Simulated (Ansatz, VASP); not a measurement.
## Ti: VASP beside Ansatz

INCAR

```
  ALGO = Normal
  EDIFF = 1E-7
  EDIFFG = -0.005
  ENCUT = 600
  GGA = PE
  IBRION = 2
  ISIF = 3
  ISMEAR = -1
  LASPH = T
  LCHARG = F
  LREAL = F
  LWAVE = F
  NELM = 80
  NSW = 60
  PREC = Accurate
  SIGMA = 0.1
```

KPOINTS

```
k-points
0
Gamma
  15 15 15
```

File POSCAR:

```
Ti
1.0
   -2.5349708383      2.5349708383      1.3942339610
    2.5349708383     -2.5349708383      1.3942339610
    2.5349708383      2.5349708383     -1.3942339610
Ti
2
Direct
   -0.3750000000     -0.1250000000     -0.2500000000
    0.3750000000      0.1250000000      0.2500000000
```

Input for Ansatz:

```yaml
crystal:
  lattice:
    - [-2.5349708383, 2.5349708383, 1.394233961]
    - [2.5349708383, -2.5349708383, 1.394233961]
    - [2.5349708383, 2.5349708383, -1.394233961]
  atoms:
    - { symbol: Ti, position: [-0.375, -0.125, -0.25] }
    - { symbol: Ti, position: [0.375, 0.125, 0.25] }
kpoints:
  mp_grid: { grid: [15, 15, 15] }
scf:
  occupations: { method: fermi_dirac, width: 0.1 }
hamiltonian:
  xc: pbe
  pseudopotentials: { kind: paw }
output:
  forces: true
  stress: true
relax:
  f_tol: 0.005
  max_steps: 40
  cell: {}
```

Alike in both runs: task relaxation of cell and atoms; functional PBE; k mesh 15 × 15 × 15; occupations fermi-dirac, width 0.1 eV; no spin polarisation.

```csv
,VASP,Ansatz
version,VASP 6.6.1,Ansatz 0.2.0
potentials or method,"VASP PAW PBE potentials, release 64 (Ti_sv)","PAW with Ansatz's default frozen-core files, scalar-relativistic"
plane-wave cutoff (eV),600,420
valence electrons in the cell,24,24
```

Ansatz gave:

| Property | Result |
| --- | --- |
| relaxed volume (Å³/atom) | 17.48 |
| relaxed cell length with the largest relative difference (Å) | 3.799 |

Task: What did VASP give for the same quantities?

Result: Relaxed volume (Å³/atom): 17.45; relaxed cell length with the largest relative difference (Å): 3.798.
